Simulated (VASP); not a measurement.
Wanted: the native input for a VASP 6.6.1 run.

```
Task                   : single point
Functional             : LDA
Potentials or basis    : VASP PAW LDA potentials, release 64 (Zn, O)
Cutoff                 : 600 eV
k mesh                 : 6 × 6 × 6
Occupations            : gaussian, width 0.05 eV
Spin                   : no spin polarisation
Dipole correction      : no
Further INCAR settings : ALGO = Normal; EDIFF = 1e-06; NBANDS = 60
```

The structure of ZnO2 lies in POSCAR:

```
ZnO2
1.0
    4.8654236729      0.0000000000      0.0000000000
    0.0000000000      4.8654236729      0.0000000000
    0.0000000000      0.0000000000      4.8654236729
Zn O
4 8
Direct
    0.0000000000      0.5000000000      0.5000000000
    0.5000000000      0.5000000000      0.0000000000
    0.5000000000      0.0000000000      0.5000000000
    0.0000000000      0.0000000000      0.0000000000
    0.4124106084      0.0875893916      0.9124106084
    0.0875893916      0.9124106084      0.4124106084
    0.9124106084      0.4124106084      0.0875893916
    0.5875893916      0.5875893916      0.5875893916
    0.4124106084      0.4124106084      0.4124106084
    0.0875893916      0.5875893916      0.9124106084
    0.9124106084      0.0875893916      0.5875893916
    0.5875893916      0.9124106084      0.0875893916
```

The input as run:

INCAR

```
  ALGO = Normal
  EDIFF = 1E-6
  ENCUT = 600
  GGA = CA
  GGA_COMPAT = False
  ISIF = 2
  ISMEAR = 0
  LASPH = True
  LCHARG = False
  LREAL = False
  LWAVE = False
  NBANDS = 60
  NELM = 120
  PREC = Accurate
  SIGMA = 0.05
```

KPOINTS

```
k-points
0
Gamma
  6 6 6
```

Potentials or basis: VASP PAW LDA potentials, release 64 (Zn, O).

Command:

```sh
$ cat potpaw_LDA.64/Zn/POTCAR potpaw_LDA.64/O/POTCAR > POTCAR
$ mpirun -np 1 vasp_std > vasp.out
```

It gave:

```
Pressure               : -5.6 GPa
Largest force          : 0.007 eV/Å
Band gap on the k mesh : 2.18 eV, indirect (least direct gap 2.33 eV)
```

Wall time 110 s on 1 thread of Intel(R) Xeon(R) 6975P-C (Granite Rapids) (shared host), peak memory 0.28 GiB.
